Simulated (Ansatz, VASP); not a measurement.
# One calculation of HfO2, two programs

```
Hf O
1.0
     3.57669    0.00000    0.00000
     0.00000    3.57669    0.00000
     0.00000    0.00000    5.20222
Hf O
2 4
Direct
  0.50000 0.50000 0.50000
  0.00000 0.00000 0.00000
  0.00000 0.50000 0.69621
  0.50000 0.00000 0.80379
  0.50000 0.00000 0.30379
  0.00000 0.50000 0.19621
```

Alike in both runs: task single point; functional PBE; k mesh 8 × 8 × 6; occupations fermi-dirac, width 0.02 eV; no spin polarisation.

|  | VASP | Ansatz |
| --- | --- | --- |
| version | VASP 6.6.1 | Ansatz 0.2.0 |
| potentials or method | VASP PAW PBE potentials, release 64 (Hf_pv, O) | plane waves, PAW |
| plane-wave cutoff (eV) | 520 | 420 |
| valence electrons in the cell | 44 | 76 |

VASP gave:

* gap on the k mesh at the Fermi level (eV): 4.71
* pressure (GPa): 2.5
* traceless stress, the component that is largest in VASP (GPa): -0.12
* rms of the force components (eV/Å): 0.016

Estimate Ansatz's values.

gap on the k mesh at the Fermi level (eV): 4.73; pressure (GPa): 5.9; traceless stress, the component that is largest in VASP (GPa): -0.22; rms of the force components (eV/Å): 0.036.

Atom by atom the forces differ by 0.021 eV/Å (rms over components). VASP's potentials hold 44 valence electrons a cell and Ansatz's 76, so a difference there can come from the potentials and not from the codes.

Neither program's run includes spin-orbit coupling.
